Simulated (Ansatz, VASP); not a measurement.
# Two plane-wave programs on Re

The input INCAR:

```
SYSTEM = Re
PREC = Accurate
ENCUT = 520
EDIFF = 1E-7
ISMEAR = -1
SIGMA = 0.1
LREAL = .FALSE.
LASPH = .TRUE.
NELM = 80
ALGO = Normal
ISIF = 2
LWAVE = .FALSE.
LCHARG = .TRUE.
GGA = PS
LELF = .TRUE.
LVHAR = .TRUE.
NBANDS = 22
```

File KPOINTS:

```
regular mesh
0
G
  15 15 4
  0 0 0
```

Contents of POSCAR:

```
Re
1.0
    2.7154912289      0.0000000000      0.0000000000
   -1.3577456144      2.3516843880      0.0000000000
    0.0000000000      0.0000000000      8.7497132074
Re
4
Direct
    0.0000000000      1.0000000000      0.0000000000
    0.0000000000      1.0000000000      0.5000000000
    0.3333333333      0.6666666667      0.2500000000
    0.6666666667      0.3333333333      0.7500000000
```

Input for Ansatz:

```yaml
crystal:
  lattice:
    - [2.7154912289, 0.0, 0.0]
    - [-1.3577456144, 2.351684388, 0.0]
    - [0.0, 0.0, 8.7497132074]
  atoms:
    - { symbol: Re, position: [0.0, 1.0, 0.0] }
    - { symbol: Re, position: [0.0, 1.0, 0.5] }
    - { symbol: Re, position: [0.3333333333, 0.6666666667, 0.25] }
    - { symbol: Re, position: [0.6666666667, 0.3333333333, 0.75] }
hamiltonian:
  xc: pbesol
  pseudopotentials:
    kind: paw
    azcp:
      Re: "pseudopotentials/Re.paw.azcp"
basis:
  ecutwfc: 420
  fft_grid_basis: typed
kpoints:
  mp_grid: { grid: [15, 15, 4], shift: [0, 0, 0] }
magnetization:
  spin_polarized: false
scf:
  occupations: { method: fermi_dirac, width: 0.1 }
  lower_state_search: "off"
output:
  stress: true
```

Alike in both runs: task single point; functional PBEsol; k mesh 15 × 15 × 4; occupations fermi-dirac, width 0.1 eV; no spin polarisation.

|  | VASP | Ansatz |
| --- | --- | --- |
| version | VASP 6.6.1 | Ansatz 0.2.0 |
| potentials or method | VASP PAW PBE potentials, release 64 (Re), cutoff 520 eV | plane waves (420 eV) with PAW, scalar-relativistic |
| valence electrons in the cell | 28 | 60 |

|  | VASP | Ansatz | Ansatz less VASP |
| --- | --- | --- | --- |
| pressure (GPa) | 18.1 | 17.5 | -0.51 |
| traceless stress, the component that is largest in VASP (GPa) | 0.19 | 0.21 | +0.020 |

VASP's potentials were made for PBE, not for PBEsol, and Ansatz warns of the same on its side. VASP's potentials hold 28 valence electrons a cell and Ansatz's 60, so a difference there can come from the potentials and not from the codes.

Neither program's run includes spin-orbit coupling.
